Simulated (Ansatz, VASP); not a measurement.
# Au2I3: VASP beside Ansatz

INCAR

```
SYSTEM = Au2I3
  ALGO = Normal
  EDIFF = 1E-6
  EDIFFG = -0.01
  ENCUT = 600
  GGA = PE
  IBRION = 2
  ISIF = 3
  ISMEAR = 0
  LASPH = .True.
  LCHARG = .False.
  LREAL = .False.
  LWAVE = .False.
  NELM = 80
  NSW = 100
  PREC = Accurate
  SIGMA = 0.1
```

The input KPOINTS:

```
k-points
0
Gamma
  8 8 8
  0 0 0
```

Contents of POSCAR:

```
Au2I3
1.0
    5.6587519166      0.0000000000      0.0000000000
    0.0000000000      5.6587519166      0.0000000000
    0.0000000000      0.0000000000      5.6587519166
Au I
2 3
Direct
    0.5000000000      0.5000000000      0.5000000000
    0.0000000000      0.0000000000      0.0000000000
    0.5000000000      0.0000000000      0.0000000000
    0.0000000000      0.5000000000      0.0000000000
    0.0000000000      0.0000000000      0.5000000000
```

Input for Ansatz:

```yaml
crystal:
  lattice:
    - [5.6587519166, 0.0, 0.0]
    - [0.0, 5.6587519166, 0.0]
    - [0.0, 0.0, 5.6587519166]
  atoms:
    - { symbol: Au, position: [0.5, 0.5, 0.5] }
    - { symbol: Au, position: [0.0, 0.0, 0.0] }
    - { symbol: I, position: [0.5, 0.0, 0.0] }
    - { symbol: I, position: [0.0, 0.5, 0.0] }
    - { symbol: I, position: [0.0, 0.0, 0.5] }
basis:
  ecutwfc: 420
kpoints:
  mp_grid: { grid: [8, 8, 8] }
hamiltonian:
  xc: pbe
scf:
  occupations: { method: gaussian, width: 0.1 }
output:
  forces: true
  stress: true
  eigenvalues: true
relax:
  adjacent_minimum: "off"
  f_tol: 0.01
  max_steps: 80
  cell: { stress_tol: 0.05 }
```

Alike in both runs: task relaxation of cell and atoms; functional PBE; k mesh 8 × 8 × 8; occupations gaussian, width 0.1 eV; no spin polarisation.

```csv
,VASP,Ansatz
version,VASP 6.6.1,Ansatz 0.2.0
potentials or method,"VASP PAW PBE potentials, release 64 (Au, I), cutoff 600 eV","scalar-relativistic, plane waves, PAW"
valence electrons in the cell,43,89
```

Ansatz gave:

* gap on the k mesh at the Fermi level, each at its own relaxed structure (eV): none
* relaxed volume (Å³/atom): 35.79
* relaxed length of the cell vector where the two differ most in proportion (Å): 5.635

Problem. Estimate VASP's values.

Solution. gap on the k mesh at the Fermi level, each at its own relaxed structure (eV): none; relaxed volume (Å³/atom): 35.71; relaxed length of the cell vector where the two differ most in proportion (Å): 5.631.

A gap of «none» marks a metal or a gap that the smearing closes. VASP's potentials hold 43 valence electrons a cell and Ansatz's 89, so a difference there can come from the potentials and not from the codes.

Neither program's run includes spin-orbit coupling.
